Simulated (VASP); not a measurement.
Here is a VASP 6.6.1 calculation.

Contents of INCAR:

```
SYSTEM = BeCd3S4
ALGO     = Normal         ! electronic algorithm
EDIFF    = 1E-7           ! SCF threshold, eV
ENCUT    = 520            ! plane-wave cutoff, eV
GGA      = PE             ! functional
ISIF     = 2              ! what is computed and relaxed
ISMEAR   = 0              ! smearing method
LASPH    = .TRUE.         ! aspherical terms in the spheres
LCHARG   = .FALSE.        ! write CHGCAR
LREAL    = .FALSE.        ! projectors in reciprocal space
LWAVE    = .FALSE.        ! write WAVECAR
NBANDS   = 41             ! bands
NELM     = 80             ! most SCF steps
PREC     = Accurate       ! precision mode
SIGMA    = 0.01           ! smearing width, eV
```

File KPOINTS:

```
k-points
0
G
  4 4 4
  0 0 0
```

File POSCAR:

```
BeCd3S4
1.0
    5.6160231238      0.0000000000      0.0000000000
    0.0000000000      5.6160231238      0.0000000000
    0.0000000000      0.0000000000      5.6160231238
Be S Cd
1 4 3
Direct
    0.0000000000      0.0000000000      0.0000000000
    0.2216284717      0.2216284717      0.2216284717
    0.7783715283      0.7783715283      0.2216284717
    0.7783715283      0.2216284717      0.7783715283
    0.2216284717      0.7783715283      0.7783715283
    0.5000000000      0.5000000000      0.0000000000
    0.5000000000      0.0000000000      0.5000000000
    0.0000000000      0.5000000000      0.5000000000
```

Potentials or basis: VASP PAW PBE potentials, release 64 (Be, S, Cd).

Command:

```console
$ cat potpaw_PBE.64/Be/POTCAR potpaw_PBE.64/S/POTCAR potpaw_PBE.64/Cd/POTCAR > POTCAR
$ mpirun -np 1 vasp_std > vasp.out
```

(1) Estimate the band gap on the k mesh.

(2) What does it give for the largest force?

(3) What does it give for the pressure?

## Answers

(1) 1.74 eV, indirect (least direct gap 1.76 eV).

(2) 0.145 eV/Å.

(3) 1.5 GPa.
